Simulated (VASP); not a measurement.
# Pt (Fm-3m) in VASP: a series of runs, part 2 of 2

VASP 6.6.1. The steps go on from the part before.

**3. Single point, PBEsol (volume scaled by 1.04)**

File INCAR:

```
SYSTEM = Pt
PREC     = Accurate       ! precision mode
ENCUT    = 520            ! plane-wave cutoff, eV
EDIFF    = 1E-6           ! SCF threshold, eV
ISMEAR   = -1             ! smearing method
SIGMA    = 0.05           ! smearing width, eV
LREAL    = .FALSE.        ! projectors in reciprocal space
LASPH    = .TRUE.         ! aspherical terms in the spheres
NELM     = 100            ! most SCF steps
ALGO     = Normal         ! electronic algorithm
ISIF     = 2              ! what is computed and relaxed
LWAVE    = .FALSE.        ! write WAVECAR
LCHARG   = .FALSE.        ! write CHGCAR
GGA      = PS             ! functional
NBANDS   = 11             ! bands
```

File KPOINTS:

```
regular mesh
0
G
  12 12 12
  0 0 0
```

File POSCAR:

```
Pt
1.0
    0.0000000000      1.9867042750      1.9867042750
    1.9867042750      0.0000000000      1.9867042750
    1.9867042750      1.9867042750      0.0000000000
Pt
1
Direct
    0.0000000000      0.0000000000      0.0000000000
```

Potentials or basis: VASP PAW PBE potentials, release 64 (Pt).

The run is started by

```
$ cat potpaw_PBE.64/Pt/POTCAR > POTCAR
$ mpirun -np 1 vasp_std > vasp.out
```

OUTCAR:

```text
SYSTEM = Pt
   PREC = Accurate
   ENCUT = 520
   EDIFF = 1E-6
   ISMEAR = -1
   LREAL = .FALSE.
   LASPH = .TRUE.
   NELM = 100
   ISIF = 2
   GGA = PS

 ion  position               nearest neighbor table
   1  0.000  0.000  0.000-

  LATTYP: Found a face centered cubic cell.
 ALAT       =     3.9734085500

  Lattice vectors:

 A1 = (   0.0000000000,   1.9867042750,   1.9867042750)
 A2 = (   1.9867042750,   0.0000000000,   1.9867042750)
 A3 = (   1.9867042750,   1.9867042750,   0.0000000000)

Analysis of symmetry for initial positions (statically):
=====================================================================
 Subroutine PRICEL returns:
 Original cell was already a primitive cell.

 Routine SETGRP: Setting up the symmetry group for a
 face centered cubic supercell.

 Subroutine GETGRP returns: Found 48 space group operations
 (whereof 48 operations were pure point group operations)
 out of a pool of 48 trial point group operations.

The static configuration has the point symmetry O_h .

Analysis of symmetry for dynamics (positions and initial velocities):
=====================================================================
 Subroutine PRICEL returns:
 Original cell was already a primitive cell.

 Routine SETGRP: Setting up the symmetry group for a
 face centered cubic supercell.

 Subroutine GETGRP returns: Found 48 space group operations
 (whereof 48 operations were pure point group operations)
 out of a pool of 48 trial point group operations.

The dynamic configuration has the point symmetry O_h .

 Subroutine INISYM returns: Found 48 space group operations
 (whereof 48 operations are pure point group operations),
 and found     1 'primitive' translations

----------------------------------------------------------------------------------------

                                     Primitive cell

  volume of cell :      15.6830

[... 106 lines left out ...]
     AMIX_MAG =   1.60;   BMIX_MAG =  1.00
  volume/ion in A,a.u.               =      15.68       105.83
  Fermi-wavevector in a.u.,A,eV,Ry     =   1.409067  2.662750 27.013952  1.985469
  Thomas-Fermi vector in A             =   2.531161
   LORBIT       =      0    0 simple, 1 ext, 2 COOP (PROOUT), +10 PAW based schemes
   GGA     = PS    functional components
   LHFCALC =     F    Hartree Fock is set to
   AEXX    =    0.0000 exact exchange contribution
   IVDW    =     0    specifies the selected vdW correction
   LEPSILON=     F    determine dielectric tensor
   LRPA    =     F    only Hartree local field effects (RPA)
 non-spin polarized calculation
  energy-cutoff  :      520.00
  volume of cell :       15.68
 maximum number of plane-waves:       444
 NGX is ok and might be reduce to    24
   NGX = 11   NGY = 11   NGZ = 11

 number of electron      10.0000002 magnetization

 Free energy of the ion-electron system (eV)
  ---------------------------------------------------
  ext. energy  EPLUGINS =         0.00000000
  ---------------------------------------------------
  free energy    TOTEN  =        -6.95006724 eV

  energy without entropy =       -6.93393448  energy(sigma->0) =       -6.94200086

 E-fermi :  10.3784     XC(G=0): -13.3958

 val. band max:       10.3778399559   @ k =   0.5000   0.5000   0.0000
 cond. band min:      10.3800880005   @ k =   0.5000   0.4167   0.0833
 fundamental gap:      0.0022480446
 Fermi energy:        10.3784157051

 k-point     1 :       0.0000    0.0000    0.0000
  band No.  band energies     occupation
      1       0.4971      2.00000
      2       6.7949      2.00000
      3       6.7949      2.00000
      4       6.7949      2.00000
      5       8.8389      2.00000
      6       8.8389      2.00000
      7      25.0802      0.00000
      8      29.8170      0.00000
      9      29.8170      0.00000
     10      29.8170      0.00000
     11      34.9724      0.00000
[... 309 lines left out ...]
 k-point    24 :      -0.4167    0.1667    0.0000
  band No.  band energies     occupation
      1       4.1781      2.00000
      2       6.2039      2.00000
      3       7.3922      2.00000
      4       7.6476      2.00000
      5      10.0888      1.99391
      6      13.2824      0.00000
      7      16.0936      0.00000
      8      24.9266      0.00000
      9      27.0524      0.00000
     10      28.5047      0.00000
     11      36.7904      0.00000

 [... further k-points ...]
[... 5 lines left out ...]
  --------------------------------------------------------------------------------------
  -------------------------------------------------------------------------------------
  Total       -1.0772490     -1.0772490     -1.0772490     -0.0000000      0.0000000      0.0000000
  in kB     -110.0517672   -110.0517672   -110.0517672     -0.0000000      0.0000000      0.0000000
  external PRESSURE =    -110.0517672 kB  Pullay stress =       0.0000000 kB

 VOLUME and BASIS-vectors are now :
 -----------------------------------------------------------------------------
  energy-cutoff  :      520.00
  volume of cell :       15.68
      direct lattice vectors                 reciprocal lattice vectors
     0.000000000  1.986704275  1.986704275    -0.251673088  0.251673088  0.251673088
     1.986704275  0.000000000  1.986704275     0.251673088 -0.251673088  0.251673088
     1.986704275  1.986704275  0.000000000     0.251673088  0.251673088 -0.251673088

 POSITION                                       TOTAL-FORCE (eV/Angst)
 -----------------------------------------------------------------------------------
      0.00000      0.00000      0.00000         0.000000      0.000000      0.000000
 -----------------------------------------------------------------------------------
    total drift:                               -0.000000     -0.000000     -0.000000

  FREE ENERGIE OF THE ION-ELECTRON SYSTEM (eV)
  ---------------------------------------------------
  free  energy   TOTEN  =        -6.9500672450 eV

  energy  without entropy=       -6.9339344814  energy(sigma->0) =       -6.94200086
```

OSZICAR:

```text
N       E                     dE             d eps       ncg     rms          rms(c)
DAV:   1     0.388713195580E+02    0.38871E+02   -0.53895E+03  1608   0.844E+02
DAV:   2    -0.680223160525E+01   -0.45674E+02   -0.43456E+02  1832   0.175E+02
DAV:   3    -0.740437015921E+01   -0.60214E+00   -0.59918E+00  1839   0.191E+01
DAV:   4    -0.740660677457E+01   -0.22366E-02   -0.22365E-02  1818   0.139E+00
DAV:   5    -0.740662482118E+01   -0.18047E-04   -0.18047E-04  1853   0.116E-01    0.119E+01
DAV:   6    -0.699230865621E+01    0.41432E+00   -0.10139E+00  1710   0.785E+00    0.603E+00
DAV:   7    -0.695401992989E+01    0.38289E-01   -0.14537E-01  1824   0.283E+00    0.250E+00
DAV:   8    -0.695048344373E+01    0.35365E-02   -0.74922E-03  1701   0.775E-01    0.700E-01
DAV:   9    -0.695006352136E+01    0.41992E-03   -0.59306E-04  1743   0.210E-01    0.287E-02
DAV:  10    -0.695006699294E+01   -0.34716E-05   -0.73430E-06  1961   0.199E-02    0.666E-03
DAV:  11    -0.695006724500E+01   -0.25206E-06   -0.87831E-08   975   0.297E-03
   1 F= -.69500672E+01 E0= -.69420009E+01  d E =-.161328E-01
```

stdout:

```text
POSCAR found type information on POSCAR Pt
 POSCAR found :  1 types and       1 ions
 scaLAPACK will be used
 -----------------------------------------------------------------------------
|                                                                             |
|                                                                             |
|     You enforced a specific xc type in the INCAR file but a different       |
|     I HOPE YOU KNOW WHAT YOU ARE DOING!                                     |
|                                                                             |
 -----------------------------------------------------------------------------

 LDA part: xc-table for (Slater+PW92), standard interpolation
 POSCAR, INCAR and KPOINTS ok, starting setup
 FFT: planning ... GRIDC
 FFT: planning ... GRID_SOFT
 FFT: planning ... GRID
 WAVECAR not read
 entering main loop
```

Wall time 29 s (1 thread of AMD EPYC 7R13, shared host); peak memory 0.12 GiB.

What came out:

| Item | Value |
| --- | --- |
| Free energy | -6.9501 eV |
| Pressure | -11.0 GPa |
| Band gap on the k mesh | zero (band 5 reaches 10.82 eV, above the bottom of band 6 at 8.74 eV) |

Levels at points of the mesh, in eV from the Fermi level:
```
           k point  band 3  band 4  band 5  band 6  band 7  band 8
(0.00, 0.00, 0.00)   -3.58   -3.58   -1.54   -1.54   14.70   19.44
(0.50, 0.00, 0.00)   -3.63   -0.41    0.02    0.02    5.49   14.24
(0.50, 0.50, 0.00)    0.00    0.44    0.44    1.76    8.40   11.19
```

Caveat: the PAW data sets were made with another functional, which shifts forces and pressure a little; spin-orbit coupling is left out, which moves the levels of the heavy elements.
